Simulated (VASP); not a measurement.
# BaTe (Fm-3m) in VASP: G0W0 quasiparticle levels with PBE

Aim: the G0W0 quasiparticle levels of BaTe with PBE.

Everything below comes from runs of VASP 6.6.1. Logs are shortened: lines on timing, memory, paths and dates and some standing lists are left out, and cuts for length are marked.

### Step 1. The cell of the first run

Symmetry: Fm-3m, No. 225, cubic system. Conventional cell: a = 7.067 Å, b = 7.067 Å, c = 7.067 Å, α = 90.00°, β = 90.00°, γ = 90.00°. Within 4.6 Å of Ba (site symmetry m-3m) lie 6 Te at 3.53 Å. Te (site symmetry m-3m) has 6 Ba at 3.53 Å within 4.6 Å.

### Step 2. G0W0 quasiparticle levels, PBE

Contents of POSCAR:

```
BaTe
1.0
    0.0000000000      3.5333946272      3.5333946272
    3.5333946272      0.0000000000      3.5333946272
    3.5333946272      3.5333946272      0.0000000000
Ba Te
1 1
Direct
    0.0000000000      0.0000000000      0.0000000000
    0.5000000000      0.5000000000      0.5000000000
```

Contents of INCAR.step1:

```
SYSTEM = BaTe
PREC = Accurate
ENCUT = 500
EDIFF = 1E-8
ISMEAR = 0
SIGMA = 0.01
LREAL = .FALSE.
LASPH = .TRUE.
NELM = 60
ALGO = Normal
LWAVE = .TRUE.
LCHARG = .FALSE.
GGA = PE
```

Contents of INCAR.step2:

```
SYSTEM = BaTe
PREC = Accurate
ENCUT = 500
EDIFF = 1E-8
ISMEAR = 0
SIGMA = 0.01
LREAL = .FALSE.
LASPH = .TRUE.
NELM = 1
ALGO = Exact
LWAVE = .TRUE.
LCHARG = .FALSE.
GGA = PE
NBANDS = 271
LOPTICS = .TRUE.
ISTART = 1
```

Contents of INCAR.step3:

```
SYSTEM = BaTe
PREC = Accurate
ENCUT = 500
EDIFF = 1E-8
ISMEAR = 0
SIGMA = 0.01
LREAL = .FALSE.
LASPH = .TRUE.
ALGO = EVGW0
LWAVE = .FALSE.
LCHARG = .FALSE.
GGA = PE
NELMGW = 1
NBANDS = 271
ENCUTGW = 120.0
NOMEGA = 48
PRECFOCK = Fast
ISTART = 1
NBANDSGW = 16
```

Contents of KPOINTS:

```
Automatic mesh
0
G
  4 4 4
  0 0 0
```

Potentials or basis: VASP PAW PBE potentials, release 64 (Ba_sv_GW, Te_GW).

Launch:

```console
cat potpaw_PBE.64/Ba_sv_GW/POTCAR potpaw_PBE.64/Te_GW/POTCAR > POTCAR
cp INCAR.step1 INCAR
mpirun -np 1 vasp_std > vasp.out
cp INCAR.step2 INCAR
mpirun -np 1 vasp_std > vasp.out
cp INCAR.step3 INCAR
mpirun -np 1 vasp_std > vasp.out
```

OUTCAR:

```text
SYSTEM = BaTe
   PREC = Accurate
   ENCUT = 500
   EDIFF = 1E-8
   ISMEAR = 0
   LREAL = .FALSE.
   LASPH = .TRUE.
   GGA = PE
   NELMGW = 1
   ENCUTGW = 120.0
   PRECFOCK = Fast
   ISTART = 1

 ion  position               nearest neighbor table
   1  0.000  0.000  0.000-
   2  0.500  0.500  0.500-

  LATTYP: Found a face centered cubic cell.
 ALAT       =     7.0667892544

  Lattice vectors:

 A1 = (   0.0000000000,   3.5333946272,   3.5333946272)
 A2 = (   3.5333946272,   0.0000000000,   3.5333946272)
 A3 = (   3.5333946272,   3.5333946272,   0.0000000000)

Analysis of symmetry for initial positions (statically):
=====================================================================
 Subroutine PRICEL returns:
 Original cell was already a primitive cell.

 Routine SETGRP: Setting up the symmetry group for a
 face centered cubic supercell.

 Subroutine GETGRP returns: Found 48 space group operations
 (whereof 48 operations were pure point group operations)
 out of a pool of 48 trial point group operations.

The static configuration has the point symmetry O_h .

Analysis of symmetry for dynamics (positions and initial velocities):
=====================================================================
 Subroutine PRICEL returns:
 Original cell was already a primitive cell.

 Routine SETGRP: Setting up the symmetry group for a
 face centered cubic supercell.

 Subroutine GETGRP returns: Found 48 space group operations
 (whereof 48 operations were pure point group operations)
 out of a pool of 48 trial point group operations.

The dynamic configuration has the point symmetry O_h .

 Subroutine INISYM returns: Found 48 space group operations
 (whereof 48 operations are pure point group operations),
 and found     1 'primitive' translations

----------------------------------------------------------------------------------------

                                     Primitive cell

  volume of cell :      88.2280

  direct lattice vectors                    reciprocal lattice vectors
     0.000000000  3.533394627  3.533394627    -0.141506979  0.141506979  0.141506979
     3.533394627  0.000000000  3.533394627     0.141506979 -0.141506979  0.141506979
     3.533394627  3.533394627  0.000000000     0.141506979  0.141506979 -0.141506979

  length of vectors
     4.996974603  4.996974603  4.996974603     0.245097278  0.245097278  0.245097278

  position of ions in fractional coordinates (direct lattice)
     0.000000000  0.000000000  0.000000000
     0.500000000  0.500000000  0.500000000

  ion indices of the primitive-cell ions
   primitive index   ion index
                 1           1
                 2           2

----------------------------------------------------------------------------------------

 KPOINTS: Automatic mesh

Automatic generation of k-mesh.
 Grid dimensions read from file:
 generate k-points for:    4    4    4

 Generating k-lattice:

  Cartesian coordinates                     Fractional coordinates (reciprocal lattice)
    -0.035376745  0.035376745  0.035376745     0.250000000  0.000000000  0.000000000
     0.035376745 -0.035376745  0.035376745     0.000000000  0.250000000  0.000000000
     0.035376745  0.035376745 -0.035376745     0.000000000  0.000000000  0.250000000

  Length of vectors
     0.061274319  0.061274319  0.061274319

  Shift w.r.t. Gamma in fractional coordinates (k-lattice)
     0.000000000  0.000000000  0.000000000

 Subroutine IBZKPT returns following result:
 ===========================================

 Found      8 irreducible k-points:

 Following reciprocal coordinates:
            Coordinates               Weight
  0.000000  0.000000  0.000000      1.000000
  0.250000  0.000000  0.000000      8.000000
  0.500000  0.000000  0.000000      4.000000
  0.250000  0.250000  0.000000      6.000000
  0.500000  0.250000  0.000000     24.000000
 -0.250000  0.250000  0.000000     12.000000
  0.500000  0.500000  0.000000      3.000000
 -0.250000  0.500000  0.250000      6.000000
   k-points           NKPTS =      8   k-points in BZ     NKDIM =     64   number of bands    NBANDS=    271
   number of dos      NEDOS =    301   number of ions     NIONS =      2
   total plane-waves  NPLWV =  46656
   dimension x,y,z NGX =    36 NGY =   36 NGZ =   36
   dimension x,y,z NGXF=    72 NGYF=   72 NGZF=   72
   ions per type =               1   1
   NGX,Y,Z   is equivalent  to a cutoff of  11.98, 11.98, 11.98 a.u.
   NGXF,Y,Z  is equivalent  to a cutoff of  23.95, 23.95, 23.95 a.u.
 SYSTEM =  BaTe
   PREC   = accura    normal or accurate (medium, high low for compatibility)
   ISTART =      1    job   : 0-new  1-cont  2-samecut
   ICHARG =      0    charge: 1-file 2-atom 10-const
   ISPIN  =      1    spin polarized calculation?
   LNONCOLLINEAR =      F non collinear calculations
   LSORBIT =      F    spin-orbit coupling
   LASPH  =      T    aspherical Exc in radial PAW
   ENCUT  =  500.0 eV  36.75 Ry    6.06 a.u.   9.11  9.11  9.11*2*pi/ulx,y,z
   NELM   =     60;   NELMIN=  2; NELMDL=  0     # of ELM steps
   EDIFF  = 0.1E-07   stopping-criterion for ELM
   LREAL  =      F    real-space projection
   EDIFFG = 0.1E-06   stopping-criterion for IOM
   NSW    =      0    number of steps for IOM
   IBRION =     -1    ionic relax: 0-MD 1-quasi-New 2-CG
   NFREE  =      0    steps in history (QN), initial steepest desc. (CG)
   ISIF   =      0    stress and relaxation
   ISYM   =      3    0-nonsym 1-usesym 2-fastsym
   POTIM  = 0.5000    time-step for ionic-motion
   TEBEG  =    0.0;   TEEND  =   0.0 temperature during run
   PSTRESS=    0.0 pullay stress
   NELECT =      16.0000    total number of electrons
   NUPDOWN=      -1.0000    fix difference up-down
   EMIN   =  10.00;   EMAX   =-10.00  energy-range for DOS
   EFERMI =   0.00;   METHOD = LEGACY
   ISMEAR =     0;   SIGMA  =   0.01  broadening in eV -4-tet -1-fermi 0-gaus
   EFERMI_NEDOS =   21; number of points for ismear=-14 and -15
   IALGO  =     38    algorithm
   IMIX   =      4    mixing-type and parameters
     AMIX     =   0.40;   BMIX     =  1.00
     AMIX_MAG =   1.60;   BMIX_MAG =  1.00
  volume/ion in A,a.u.               =      44.11       297.70
  Fermi-wavevector in a.u.,A,eV,Ry     =   0.926643  1.751102 11.682890  0.858668
  Thomas-Fermi vector in A             =   2.052628
   LORBIT       =      0    0 simple, 1 ext, 2 COOP (PROOUT), +10 PAW based schemes
   GGA     = PE    functional components
   LHFCALC =     T    Hartree Fock is set to
   PRECFOCK=fast      Normal, Fast or Accurate (Low or Medium for compatibility)
   ENCUT4O =  -1.0   cutoff for four orbital integrals eV
   NKREDX  =     1    reduce k-point grid by
   NKREDY  =     1    reduce k-point grid by
   NKREDZ  =     1    reduce k-point grid by
   AEXX    =    1.0000 exact exchange contribution
   HFSCREEN=    0.0000 screening length (either q_TF or 0.3 A-1)
   HFSCREENC=   0.0000 screening length for correlation (either q_TF or 0.3 A-1)
   ENCUTFOCK=  -1.0 apply spherical cutoff to Coloumb kernel
   IVDW    =     0    specifies the selected vdW correction
   LEPSILON=     F    determine dielectric tensor
   LRPA    =     F    only Hartree local field effects (RPA)
   LRPAFORCE           =     F    calculate RPA forces
   ENCUTGW             = 120.0    cutoff for response function in eV
   ENCUTGWSOFT         =  96.0    soft cutoff for Coulomb kernel in GW response function in eV
   ENCUTLF             =  -1.0    cutoff for local field effects
   NELMGW              =     1    number of iterations in solving QP/BSE equation
   NELMHF              =     1    number of iterations in the inner HF iteration
   NKREDLFX            =     1    NKREDLFY  =   1   NKREDLFZ  =   1
 non-spin polarized calculation
 Gauss-broadening in eV      SIGMA  =   0.01
  energy-cutoff  :      500.00
  volume of cell :       88.23
 maximum number of plane-waves:      2272
  NGX = 20; NGY = 20; NGZ = 20
   NGX = 19   NGY = 19   NGZ = 19
 maximum number of plane-waves:       274
 NGX is ok and might be reduce to    18

 QP shifts <psi_nk| G(iteration)W_0 |psi_nk>: iteration 1
 for sc-GW calculations column KS-energies equals QP-energies in previous step
 and V_xc(KS)=  KS-energies - (<T + V_ion + V_H > + <T+V_H+V_ion>^1  + <V_x>^1)

 k-point   1 :       0.0000    0.0000    0.0000
  band No.  KS-energies  QP-energies   sigma(KS)   V_xc(KS)     V^pw_x(r,r')   Z            occupation Imag(sigma)

      1     -23.7472     -24.2786     -16.1032     -15.1830     -24.3870       0.5774       2.0000       1.1406
      2      -8.8943     -10.2237     -15.6458     -13.8352     -18.9115       0.7342       2.0000       0.2766
      3      -8.8943     -10.2237     -15.6458     -13.8352     -18.9115       0.7342       2.0000       0.2766
      4      -8.8943     -10.2237     -15.6458     -13.8352     -18.9115       0.7342       2.0000       0.2766
      5      -6.1675      -6.9362     -12.1480     -11.0318     -17.0945       0.6887       2.0000       1.1218
      6       3.2561       2.4364     -11.4749     -10.3899     -12.5510       0.7555       2.0000       0.1118
[... 8 lines left out ...]
     15       9.5482      10.4441      -6.4412      -7.6140      -1.6861       0.7639       0.0000      -0.3000
     16      11.9418      15.9768      -8.8058     -14.4851      -2.1993       0.7105       0.0000      -0.2744

 k-point   2 :       0.2500    0.0000    0.0000
  band No.  KS-energies  QP-energies   sigma(KS)   V_xc(KS)     V^pw_x(r,r')   Z            occupation Imag(sigma)

      1     -23.7416     -24.2721     -16.1059     -15.1906     -24.3902       0.5795       2.0000       1.1422
      2      -9.0933     -10.3483     -15.2493     -13.4816     -18.7911       0.7100       2.0000       0.3631
      3      -8.8997     -10.2261     -15.6361     -13.8261     -18.8981       0.7328       2.0000       0.2721
      4      -8.8997     -10.2261     -15.6361     -13.8261     -18.8981       0.7328       2.0000       0.2721
      5      -5.8318      -6.6003     -12.5952     -11.4913     -17.2181       0.6962       2.0000       1.0004
      6       1.9757       1.0906     -10.5057      -9.3165     -11.8530       0.7443       2.0000       0.1457
[... 8 lines left out ...]
     15      10.6515      12.3341      -7.7335      -9.9898      -2.4390       0.7457       0.0000      -0.3199
     16      11.3828      14.1550      -8.5747     -12.3996      -2.6718       0.7248       0.0000      -0.2958

 k-point   3 :       0.5000    0.0000    0.0000
  band No.  KS-energies  QP-energies   sigma(KS)   V_xc(KS)     V^pw_x(r,r')   Z            occupation Imag(sigma)

      1     -23.7360     -24.2670     -16.1086     -15.1981     -24.3934       0.5833       2.0000       1.1436
      2      -9.2623     -10.4719     -14.9733     -13.2389     -18.7138       0.6974       2.0000       0.4224
      3      -8.9051     -10.2277     -15.6266     -13.8173     -18.8848       0.7310       2.0000       0.2670
      4      -8.9051     -10.2277     -15.6266     -13.8173     -18.8848       0.7310       2.0000       0.2670
      5      -5.5111      -6.2704     -12.9398     -11.8703     -17.3097       0.7099       2.0000       0.9070
      6       1.1552       0.2027     -10.1924      -8.8912     -11.9264       0.7320       2.0000       0.1992
[... 8 lines left out ...]
     15      10.6027      11.3047     -10.2848     -11.2519      -5.4911       0.7259       0.0000      -0.2934
     16      10.6027      11.3047     -10.2848     -11.2519      -5.4911       0.7259       0.0000      -0.2934

 k-point   4 :       0.2500    0.2500    0.0000
  band No.  KS-energies  QP-energies   sigma(KS)   V_xc(KS)     V^pw_x(r,r')   Z            occupation Imag(sigma)

      1     -23.7397     -24.2710     -16.1077     -15.1930     -24.3912       0.5808       2.0000       1.1433
      2      -9.0485     -10.3222     -15.3383     -13.5536     -18.8025       0.7137       2.0000       0.3359
      3      -8.9314     -10.2614     -15.6025     -13.7825     -18.8854       0.7308       2.0000       0.2845
      4      -8.9314     -10.2614     -15.6025     -13.7825     -18.8854       0.7308       2.0000       0.2845
      5      -5.8869      -6.6442     -12.5022     -11.4092     -17.1975       0.6929       2.0000       1.0253
      6       1.8460       0.9409     -10.6854      -9.4620     -12.1809       0.7398       2.0000       0.1580
[... 8 lines left out ...]
     15      10.9708      13.2282      -7.7112     -10.7439      -2.1182       0.7443       0.0000      -0.3176
     16      11.3656      13.8837      -8.5350     -11.9778      -2.8232       0.7314       0.0000      -0.3001
[... 24 lines left out ...]
      1     -23.7360     -24.2668     -16.1095     -15.1981     -24.3934       0.5824       2.0000       1.1443
      2      -9.1545     -10.3928     -15.1490     -13.3918     -18.7574       0.7047       2.0000       0.3805
      3      -8.9779     -10.3080     -15.5449     -13.7125     -18.8510       0.7259       2.0000       0.2958
      4      -8.9056     -10.2278     -15.6268     -13.8162     -18.8865       0.7302       2.0000       0.2677
      5      -5.6716      -6.4320     -12.7508     -11.6747     -17.2639       0.7066       2.0000       0.9572
      6       1.5339       0.6092     -10.4447      -9.1844     -12.0387       0.7337       2.0000       0.1749
[... 8 lines left out ...]
     15      11.0331      12.7331      -8.5017     -10.8053      -3.1792       0.7380       0.0000      -0.3223
     16      11.2396      13.3272      -8.7316     -11.5608      -3.3687       0.7379       0.0000      -0.2788

 k-point   7 :       0.5000    0.5000    0.0000
  band No.  KS-energies  QP-energies   sigma(KS)   V_xc(KS)     V^pw_x(r,r')   Z            occupation Imag(sigma)

      1     -23.7322     -24.2679     -16.1140     -15.2029     -24.3953       0.5879       2.0000       1.1474
      2      -9.0799     -10.4273     -15.4218     -13.5591     -18.7836       0.7233       2.0000       0.3228
      3      -8.9689     -10.3024     -15.5605     -13.7299     -18.8622       0.7285       2.0000       0.2928
      4      -8.9689     -10.3024     -15.5605     -13.7299     -18.8622       0.7285       2.0000       0.2928
      5      -5.9706      -6.7029     -12.2856     -11.2239     -17.1391       0.6898       2.0000       1.0794
      6       2.1901       1.2520     -10.9979      -9.7340     -12.5196       0.7422       2.0000       0.1454
[... 8 lines left out ...]
     15      10.2924      11.5913      -7.7512      -9.4812      -2.7173       0.7508       0.0000      -0.3241
     16      11.0951      14.0021      -8.2118     -12.2004      -2.2155       0.7288       0.0000      -0.2912

 k-point   8 :      -0.2500    0.5000    0.2500
  band No.  KS-energies  QP-energies   sigma(KS)   V_xc(KS)     V^pw_x(r,r')   Z            occupation Imag(sigma)

      1     -23.7322     -24.2684     -16.1131     -15.2030     -24.3954       0.5891       2.0000       1.1468
      2      -9.0248     -10.3406     -15.4541     -13.6298     -18.8220       0.7213       2.0000       0.3137
      3      -9.0248     -10.3406     -15.4541     -13.6298     -18.8220       0.7213       2.0000       0.3137
      4      -9.0248     -10.3406     -15.4541     -13.6298     -18.8220       0.7213       2.0000       0.3137
      5      -5.7934      -6.5339     -12.5521     -11.4883     -17.2136       0.6961       2.0000       1.0086
      6       2.0743       1.1866     -10.8803      -9.6802     -12.2929       0.7397       2.0000       0.1486
[... 8 lines left out ...]
     15      10.9046      12.9489      -8.1222     -10.8862      -2.5964       0.7396       0.0000      -0.3213
     16      11.2353      11.8361      -9.5976     -10.4160      -4.7674       0.7342       0.0000      -0.3380
```

Wall time 6.4 min (1 thread of Intel Xeon 6975P-C (Granite Rapids), shared host); peak memory 1.2 GiB.

What came out:

* Band gap on the k mesh, mean-field level: 1.65 eV, indirect (least direct gap 2.00 eV)
* Quasiparticle gap: 2.65 eV
* Least direct quasiparticle gap: 3.05 eV

Caveat: bands, screening cutoff and mesh are small and nothing is extrapolated, so the quasiparticle values aren't converged; spin-orbit coupling is left out, which moves the levels of the heavy elements. A k mesh can miss the band edges.
